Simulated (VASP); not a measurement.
Input of a VASP 6.6.1 run:

Contents of INCAR:

```
PREC = Accurate ; ENCUT = 520
EDIFF = 1E-6 ; ISMEAR = 0
SIGMA = 0.15 ; LREAL = False
LASPH = True ; NELM = 100
ALGO = Normal ; ISIF = 2
LWAVE = False ; LCHARG = False
GGA = PS ; IVDW = 12
NBANDS = 16
```

File KPOINTS:

```
regular mesh
0
Gamma
  21 21 8
```

Contents of POSCAR:

```
C
1.0
    2.5171859227      0.0000000000      0.0000000000
   -1.2585929614      2.1799469551      0.0000000000
    0.0000000000      0.0000000000      5.9730304760
C
4
Direct
    0.0000000000      0.0000000000      0.0025000000
    0.0000000000      0.0000000000      0.5025000000
    0.3333333333      0.6666666667      0.0025000000
    0.6666666667      0.3333333333      0.5025000000
```

Potentials or basis: VASP PAW PBE potentials, release 64 (C).

The run is started by

```sh
$ cat potpaw_PBE.64/C/POTCAR > POTCAR
$ mpirun -np 1 vasp_std > vasp.out
```

(1) Estimate the dispersion energy per atom.

(2) Predict the pressure.

Results:

(1) -0.121 eV.

(2) -18.5 GPa.

Caveat: the cell stands under tension; the PAW data sets were made with another functional, which shifts forces and pressure a little.
